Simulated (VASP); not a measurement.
Here is a VASP 6.6.1 calculation.

The input INCAR:

```
PREC = Accurate
ENCUT = 520
EDIFF = 1E-6
ISMEAR = 0
SIGMA = 0.01
LREAL = False
LASPH = True
NELM = 60
ALGO = Normal
ISIF = 2
LWAVE = False
LCHARG = True
GGA = CA
LELF = True
LVHAR = True
NBANDS = 51
```

The input KPOINTS:

```
regular mesh
0
Gamma
  2 2 2
```

Contents of POSCAR:

```
K3YF6
1.0
    0.0000000000      4.5251749154      4.5251749154
    4.5251749154      0.0000000000      4.5251749154
    4.5251749154      4.5251749154      0.0000000000
K Y F
3 1 6
Direct
    0.7500000000      0.7500000000      0.7500000000
    0.2500000000      0.2500000000      0.2500000000
    0.5000000000      0.5000000000      0.5000000000
    0.0000000000      0.0000000000      0.0000000000
    0.7657628168      0.2342371832      0.2342371832
    0.2342371832      0.2342371832      0.7657628168
    0.2342371832      0.7657628168      0.7657628168
    0.2342371832      0.7657628168      0.2342371832
    0.7657628168      0.2342371832      0.7657628168
    0.7657628168      0.7657628168      0.2342371832
```

Potentials or basis: VASP PAW LDA potentials, release 64 (K_sv, Y_sv, F).

The run is started by

```sh
$ cat potpaw_LDA.64/K_sv/POTCAR potpaw_LDA.64/Y_sv/POTCAR potpaw_LDA.64/F/POTCAR > POTCAR
$ mpirun -np 1 vasp_std > vasp.out
```

Q: Predict the largest force.

A: 0.005 eV/Å.

Q: Estimate the pressure.

A: 0.1 GPa.

Q: What does it give for the band gap on the k mesh?

A: 5.82 eV.

Forces in eV/Å, atoms in the order of the input:
```
K    0.000  0.000  0.000
K    0.000  0.000  0.000
K    0.000  0.000  0.000
Y    0.000  0.000  0.000
F    0.005  0.000  0.000
F    0.000  0.000  0.005
F   -0.005  0.000  0.000
F    0.000  0.005  0.000
F    0.000 -0.005  0.000
F    0.000  0.000 -0.005
```

Caveat: the k points lie up to 0.60 Å⁻¹ apart.
